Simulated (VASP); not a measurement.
# Li (I4/mmm) in VASP: further runs

The runs below take Li through single point, with LDA.

Everything below comes from runs of VASP 6.6.1. Logs are shortened: lines on timing, memory, paths and dates and some standing lists are left out, and cuts for length are marked.

### Step 1. The cell of the first run

Symmetry: I4/mmm, No. 139, tetragonal system. Conventional cell: a = 3.114 Å, b = 3.114 Å, c = 4.272 Å, α = 90.00°, β = 90.00°, γ = 90.00°. Li (site symmetry 4/mmm) has 12 Li at 3.07 to 3.11 Å within 4.0 Å.

### Step 2. Single point, LDA (strain -0.0300 x Voigt [0, 0, 1, 0, 0, 0])

INCAR reads:

```
PREC     = Accurate       # precision mode
ENCUT    = 520            # plane-wave cutoff, eV
EDIFF    = 1E-6           # SCF threshold, eV
ISMEAR   = 0              # smearing method
SIGMA    = 0.15           # smearing width, eV
LREAL    = F              # projectors in reciprocal space
LASPH    = T              # aspherical terms in the spheres
NELM     = 60             # most SCF steps
ALGO     = Normal         # electronic algorithm
ISIF     = 2              # what is computed and relaxed
LWAVE    = F              # write WAVECAR
LCHARG   = T              # write CHGCAR
GGA      = CA             # functional
LELF     = T              # ELF
LVHAR    = T            
NBANDS   = 8              # bands
```

KPOINTS reads:

```
Automatic mesh
0
Gamma
  18 18 18
```

POSCAR reads:

```
Li
1.0
    0.0000000000      2.2020000000      2.1359400000
    2.2020000000      0.0000000000      2.1359400000
    2.2020000000      2.2020000000      0.0000000000
Li
1
Direct
    0.0000000000      0.0000000000      0.0000000000
```

Potentials or basis: VASP PAW LDA potentials, release 64 (Li_sv).

Started as:

```sh
> cat potpaw_LDA.64/Li_sv/POTCAR > POTCAR
> mpirun -np 1 vasp_std > vasp.out
```

OUTCAR:

```text
PREC = Accurate
   ENCUT = 520
   EDIFF = 1E-6
   ISMEAR = 0
   LREAL = F
   LASPH = T
   NELM = 60
   ISIF = 2
   GGA = CA

 ion  position               nearest neighbor table
   1  0.000  0.000  0.000-

  LATTYP: Found a body centered tetragonal cell.
 ALAT       =     3.1140982643
 C/A-ratio  =     1.3717871555

  Lattice vectors:

 A1 = (   0.0000000000,  -2.2020000000,  -2.1359400000)
 A2 = (   0.0000000000,   2.2020000000,  -2.1359400000)
 A3 = (   2.2020000000,   0.0000000000,   2.1359400000)

Analysis of symmetry for initial positions (statically):
=====================================================================
 Subroutine PRICEL returns:
 Original cell was already a primitive cell.

 Routine SETGRP: Setting up the symmetry group for a
 body centered tetragonal supercell.

 Subroutine GETGRP returns: Found 16 space group operations
 (whereof 16 operations were pure point group operations)
 out of a pool of 16 trial point group operations.

The static configuration has the point symmetry D_4h.

Analysis of symmetry for dynamics (positions and initial velocities):
=====================================================================
 Subroutine PRICEL returns:
 Original cell was already a primitive cell.

 Routine SETGRP: Setting up the symmetry group for a
 body centered tetragonal supercell.

 Subroutine GETGRP returns: Found 16 space group operations
 (whereof 16 operations were pure point group operations)
 out of a pool of 16 trial point group operations.

The dynamic configuration has the point symmetry D_4h.

 Subroutine INISYM returns: Found 16 space group operations
 (whereof 16 operations are pure point group operations),
 and found     1 'primitive' translations

----------------------------------------------------------------------------------------

                                     Primitive cell

  volume of cell :      20.7135

  direct lattice vectors                    reciprocal lattice vectors
     0.000000000  2.202000000  2.135940000    -0.227066303  0.227066303  0.234088973
     2.202000000  0.000000000  2.135940000     0.227066303 -0.227066303  0.234088973
     2.202000000  2.202000000  0.000000000     0.227066303  0.227066303 -0.234088973

  length of vectors
     3.067742441  3.067742441  3.114098264     0.397386285  0.397386285  0.397386285

  position of ions in fractional coordinates (direct lattice)
     0.000000000  0.000000000  0.000000000

  ion indices of the primitive-cell ions
   primitive index   ion index
                 1           1
[... 75 lines left out ...]
   NSW    =      0    number of steps for IOM
   IBRION =     -1    ionic relax: 0-MD 1-quasi-New 2-CG
   NFREE  =      0    steps in history (QN), initial steepest desc. (CG)
   ISIF   =      2    stress and relaxation
   ISYM   =      2    0-nonsym 1-usesym 2-fastsym
   POTIM  = 0.5000    time-step for ionic-motion
   TEBEG  =    0.0;   TEEND  =   0.0 temperature during run
   PSTRESS=    0.0 pullay stress
   NELECT =       3.0000    total number of electrons
   NUPDOWN=      -1.0000    fix difference up-down
   EMIN   =  10.00;   EMAX   =-10.00  energy-range for DOS
   EFERMI =   0.00;   METHOD = LEGACY
   ISMEAR =     0;   SIGMA  =   0.15  broadening in eV -4-tet -1-fermi 0-gaus
   EFERMI_NEDOS =   21; number of points for ismear=-14 and -15
   IALGO  =     38    algorithm
   IMIX   =      4    mixing-type and parameters
     AMIX     =   0.40;   BMIX     =  1.00
     AMIX_MAG =   1.60;   BMIX_MAG =  1.00
  volume/ion in A,a.u.               =      20.71       139.78
  Fermi-wavevector in a.u.,A,eV,Ry     =   0.859734  1.624661 10.056641  0.739142
  Thomas-Fermi vector in A             =   1.977133
   LORBIT       =      0    0 simple, 1 ext, 2 COOP (PROOUT), +10 PAW based schemes
   GGA     = CA    functional components
   LHFCALC =     F    Hartree Fock is set to
   AEXX    =    0.0000 exact exchange contribution
   IVDW    =     0    specifies the selected vdW correction
   LEPSILON=     F    determine dielectric tensor
   LRPA    =     F    only Hartree local field effects (RPA)
 non-spin polarized calculation
 Gauss-broadening in eV      SIGMA  =   0.15
  energy-cutoff  :      520.00
  volume of cell :       20.71
 maximum number of plane-waves:       572
   NGX = 11   NGY = 11   NGZ = 11

 number of electron       3.0000000 magnetization

 Free energy of the ion-electron system (eV)
  ---------------------------------------------------
  ext. energy  EPLUGINS =         0.00000000
  ---------------------------------------------------
  free energy    TOTEN  =        -2.04371421 eV

  energy without entropy =       -2.03879124  energy(sigma->0) =       -2.04125272

 E-fermi :   0.5503     XC(G=0):  -7.0896

 val. band max:        0.5482410572   @ k =   0.5000  -0.0000   0.0556
 cond. band min:       0.5581050696   @ k =   0.5000   0.1111   0.3333
 fundamental gap:      0.0098640125
 Fermi energy:         0.5503396346

 k-point     1 :       0.0000    0.0000    0.0000
  band No.  band energies     occupation
      1     -45.1285      2.00000
      2      -2.9277      2.00000
      3      14.4119      0.00000
      4      14.4512      0.00000
      5      14.4512      0.00000
      6      18.5067      0.00000
      7      18.5067      0.00000
      8      18.6144      0.00000
[... 243 lines left out ...]
 k-point    24 :      -0.2222    0.0556    0.0000
  band No.  band energies     occupation
      1     -45.1197      2.00000
      2      -1.8813      2.00000
      3       8.6848      0.00000
      4      12.5724      0.00000
      5      13.7145      0.00000
      6      17.8172      0.00000
      7      18.3243      0.00000
      8      18.9086      0.00000

 [... further k-points ...]

------------------------ aborting loop because EDIFF is reached ----------------------------------------

  FORCE on cell =-STRESS in cart. coord.  units (eV):
  Direction    XX          YY          ZZ          XY          YZ          ZX
  --------------------------------------------------------------------------------------
  -------------------------------------------------------------------------------------
  Total       -0.1680317     -0.1680317     -0.1468339      0.0000000      0.0000000      0.0000000
  in kB      -12.9971519    -12.9971519    -11.3575110      0.0000000      0.0000000      0.0000000
  external PRESSURE =     -12.4506049 kB  Pullay stress =       0.0000000 kB

 VOLUME and BASIS-vectors are now :
 -----------------------------------------------------------------------------
  energy-cutoff  :      520.00
  volume of cell :       20.71
      direct lattice vectors                 reciprocal lattice vectors
     0.000000000  2.202000000  2.135940000    -0.227066303  0.227066303  0.234088973
     2.202000000  0.000000000  2.135940000     0.227066303 -0.227066303  0.234088973
     2.202000000  2.202000000  0.000000000     0.227066303  0.227066303 -0.234088973

 POSITION                                       TOTAL-FORCE (eV/Angst)
 -----------------------------------------------------------------------------------
      0.00000      0.00000      0.00000        -0.000000      0.000000      0.000000
 -----------------------------------------------------------------------------------
    total drift:                               -0.000000      0.000000     -0.000000

  FREE ENERGIE OF THE ION-ELECTRON SYSTEM (eV)
  ---------------------------------------------------
  free  energy   TOTEN  =        -2.0437142085 eV

  energy  without entropy=       -2.0387912370  energy(sigma->0) =       -2.04125272
```

stdout:

```text
POSCAR found type information on POSCAR Li
 POSCAR found :  1 types and       1 ions
 scaLAPACK will be used
 LDA part: xc-table for (Slater(with rela. corr.)+CA(PZ))
 , standard interpolation
 POSCAR, INCAR and KPOINTS ok, starting setup
 FFT: planning ... GRIDC
 FFT: planning ... GRID_SOFT
 FFT: planning ... GRID
 WAVECAR not read
 entering main loop
```

Wall time 41 s (1 thread of Intel Xeon Platinum 8259CL at 2.50GHz (Skylake/Cascade Lake), shared host); peak memory 0.16 GiB.

Results:

* Free energy: -2.0437 eV
* Band gap on the k mesh: zero (an odd number of electrons rules out a gap without spin polarisation)

Caveat: the cell differs from its parent crystal (strain -0.0300 x Voigt [0, 0, 1, 0, 0, 0]); the cutoff is under 1.25 times the usual one of these potentials, so pressure, stress and relaxed cells hold a basis-set (Pulay) error.

### Step 3. Single point, LDA (strain -0.0150 x Voigt [0, 0, 1, 0, 0, 0])

INCAR reads:

```
SYSTEM = Li
PREC     = Accurate       ! precision mode
ENCUT    = 520            ! plane-wave cutoff, eV
EDIFF    = 1E-6           ! SCF threshold, eV
ISMEAR   = 0              ! smearing method
SIGMA    = 0.15           ! smearing width, eV
LREAL    = .FALSE.        ! projectors in reciprocal space
LASPH    = .TRUE.         ! aspherical terms in the spheres
NELM     = 60             ! most SCF steps
ALGO     = Normal         ! electronic algorithm
ISIF     = 2              ! what is computed and relaxed
LWAVE    = .FALSE.        ! write WAVECAR
LCHARG   = .TRUE.         ! write CHGCAR
GGA      = CA             ! functional
LELF     = .TRUE.         ! ELF
LVHAR    = .TRUE.       
NBANDS   = 8              ! bands
```

KPOINTS reads:

```
Automatic mesh
0
G
  18 18 18
  0 0 0
```

POSCAR reads:

```
Li
1.0
    0.0000000000      2.2020000000      2.1689700000
    2.2020000000      0.0000000000      2.1689700000
    2.2020000000      2.2020000000      0.0000000000
Li
1
Direct
    0.0000000000      0.0000000000      0.0000000000
```

Potentials or basis: VASP PAW LDA potentials, release 64 (Li_sv).

Started as:

```sh
> cat potpaw_LDA.64/Li_sv/POTCAR > POTCAR
> mpirun -np 1 vasp_std > vasp.out
```

Run time: 46 s. Hardware: 1 thread of Intel Xeon Platinum 8259CL at 2.50GHz (Skylake/Cascade Lake), shared host; peak memory 0.16 GiB.

It converged, with:

| Property | Result |
| --- | --- |
| Free energy | -2.0414 eV |
| Band gap on the k mesh | zero (an odd number of electrons rules out a gap without spin polarisation) |

Levels at points of the mesh, in eV from the Fermi level:
```
           k point  band 1  band 2  band 3  band 4  band 5
(0.00, 0.00, 0.00)  -45.71   -3.46   13.72   13.74   13.74
(0.50, 0.00, 0.00)  -45.69   -0.02    2.83   11.97   12.20
(0.50, 0.50, 0.00)  -45.68    1.59    4.75    7.96    7.96
(0.50, 0.00, 0.50)  -45.68    1.40    4.55    8.14    8.21
```

Caveat: the cell differs from its parent crystal (strain -0.0150 x Voigt [0, 0, 1, 0, 0, 0]); the cutoff is under 1.25 times the usual one of these potentials, so pressure, stress and relaxed cells hold a basis-set (Pulay) error.

### Step 4. Single point, LDA (strain +0.0150 x Voigt [0, 0, 1, 0, 0, 0])

INCAR reads:

```
SYSTEM = Li
ALGO = Fast ; EDIFF = 1E-6
ENCUT = 520 ; ISIF = 2
ISMEAR = 0 ; LASPH = .TRUE.
LCHARG = .FALSE. ; LREAL = .FALSE.
LWAVE = .FALSE. ; NBANDS = 8
NELM = 60 ; PREC = Accurate
SIGMA = 0.15
```

KPOINTS reads:

```
k-points
0
G
  18 18 18
  0 0 0
```

POSCAR reads:

```
Li
1.0
    0.0000000000      2.2020000000      2.2350300000
    2.2020000000      0.0000000000      2.2350300000
    2.2020000000      2.2020000000      0.0000000000
Li
1
Direct
    0.0000000000      0.0000000000      0.0000000000
```

Started as:

```sh
> cat potpaw_LDA.64/Li_sv/POTCAR > POTCAR
> mpirun -np 1 vasp_std > vasp.out
```

Wall time 73 s (1 thread of Intel Xeon Platinum 8259CL at 2.50GHz (Skylake/Cascade Lake), shared host); peak memory 0.17 GiB.

It converged, with:

* Free energy: -2.0356 eV
* Band gap on the k mesh: zero (an odd number of electrons rules out a gap without spin polarisation)

Levels at points of the mesh, in eV from the Fermi level:
```csv
k point,band 1,band 2,band 3,band 4,band 5
"(0.00, 0.00, 0.00)",-45.77,-3.42,13.44,13.44,13.45
"(0.50, 0.00, 0.00)",-45.75,-0.01,2.74,11.71,11.95
"(0.50, 0.50, 0.00)",-45.75,1.32,4.38,8.07,8.07
"(0.50, 0.00, 0.50)",-45.75,1.50,4.58,7.84,7.91
```

Caveat: the cell differs from its parent crystal (strain +0.0150 x Voigt [0, 0, 1, 0, 0, 0]); the cutoff is under 1.25 times the usual one of these potentials, so pressure, stress and relaxed cells hold a basis-set (Pulay) error.

### Step 5. Overview

```tsv
cell	gap on the mesh (eV)
a = 3.068, b = 3.068, c = 3.114 Å, angles 59.5, 59.5, 61.0°, 1 atom	none
a = 3.091, b = 3.091, c = 3.114 Å, angles 59.8, 59.8, 60.5°, 1 atom	none
a = 3.138, b = 3.138, c = 3.114 Å, angles 60.2, 60.2, 59.5°, 1 atom	none
```

Alike in all rows: task single point; level LDA; potentials or basis VASP PAW LDA potentials, release 64 (Li_sv); no spin polarisation; k mesh 18 × 18 × 18; cutoff (eV) 520; smearing gaussian 0.15 eV.

Caveats: the cutoff is under 1.25 times the usual one of these potentials, so pressure, stress and relaxed cells hold a basis-set (Pulay) error.

Total energies depend on the potentials used, so only differences within one code and one set of settings carry meaning.

The gap in the log of VASP goes by the Fermi energy; the results here count the filled bands.